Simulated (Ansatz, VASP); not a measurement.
Two plane-wave programs on Pd

```
Pd
1.0
     2.70399    0.00000    0.00000
     0.00000    2.70399    0.00000
     0.00000    0.00000    2.70399
Pd
1
Direct
  0.00000 0.00000 0.00000
```

Alike in both runs: task single point; functional revPBE; k mesh 13 × 13 × 13; occupations fermi-dirac, width 0.05 eV; collinear spin.

|  | VASP | Ansatz |
| --- | --- | --- |
| version | VASP 6.6.1 | Ansatz 0.2.0 |
| potentials or method | VASP PAW PBE potentials, release 64 (Pd), cutoff 520 eV | plane waves (420 eV) with PAW, scalar-relativistic |
| valence electrons in the cell | 10 | 18 |

VASP gave:

- pressure (GPa): -7.1
- net moment per atom (μB): 0.00

Problem. Which values does Ansatz return?

Solution. Pressure (GPa): -7.0; net moment per atom (μB): 0.00.

VASP's potentials were made for PBE, not for revPBE. VASP's potentials hold 10 valence electrons a cell and Ansatz's 18, so a difference there can come from the potentials and not from the codes. Ansatz's warnings: seeded moment not kept.
